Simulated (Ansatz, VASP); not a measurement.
## One calculation of Au, two programs

File INCAR:

```
SYSTEM = Au
  PREC = Accurate
  ENCUT = 500
  EDIFF = 1E-7
  ISMEAR = -1
  SIGMA = 0.15
  LREAL = .False.
  LASPH = .True.
  NELM = 120
  ALGO = Normal
  ISIF = 3
  LWAVE = .False.
  LCHARG = .False.
  GGA = PS
  IBRION = 2
  NSW = 80
  EDIFFG = -0.001
  GGA_COMPAT = .False.
  NELMIN = 4
```

File KPOINTS:

```
regular mesh
0
Gamma
  18 18 10
  0 0 0
```

The input POSCAR:

```
Au
1.0
    2.8651901162      0.0000000000      0.0000000000
   -1.4325950581      2.4813274273      0.0000000000
    0.0000000000      0.0000000000      4.7905780240
Au
2
Direct
    0.3333333333      0.6666666667      0.7500000000
    0.6666666667      0.3333333333      0.2500000000
```

Input for Ansatz:

```yaml
crystal:
  lattice:
    - [2.8651901162, 0.0, 0.0]
    - [-1.4325950581, 2.4813274273, 0.0]
    - [0.0, 0.0, 4.790578024]
  atoms:
    - { symbol: Au, position: [0.3333333333, 0.6666666667, 0.75] }
    - { symbol: Au, position: [0.6666666667, 0.3333333333, 0.25] }
basis:
  ecutwfc: 420
kpoints:
  mp_grid: { grid: [18, 18, 10] }
hamiltonian:
  xc: pbesol
scf:
  occupations: { method: fermi_dirac, width: 0.15 }
output:
  forces: true
  stress: true
  eigenvalues: true
relax:
  adjacent_minimum: "off"
  f_tol: 0.001
  max_steps: 60
  cell: { stress_tol: 0.01 }
```

Alike in both runs: task relaxation of cell and atoms; functional PBEsol; k mesh 18 × 18 × 10; occupations fermi-dirac, width 0.15 eV; no spin polarisation.

```csv
,VASP,Ansatz
version,VASP 6.6.1,Ansatz 0.2.0
potentials or method,"VASP PAW PBE potentials, release 64 (Au), cutoff 500 eV","scalar-relativistic, plane waves, PAW"
valence electrons in the cell,22,38
```

|  | VASP | Ansatz | Ansatz less VASP |
| --- | --- | --- | --- |
| gap on the k mesh at the Fermi level, each at its own relaxed structure (eV) | none | none | - |
| relaxed volume (Å³/atom) | 17.01 | 17.04 | +0.027 |
| relaxed cell length with the largest relative difference (Å) | 4.795 | 4.799 | +0.0037 |

VASP's potentials were made for PBE, not for PBEsol. A gap of «none» marks a metal or a gap that the smearing closes. VASP's potentials hold 22 valence electrons a cell and Ansatz's 38, so a difference there can come from the potentials and not from the codes.

Neither program's run includes spin-orbit coupling.
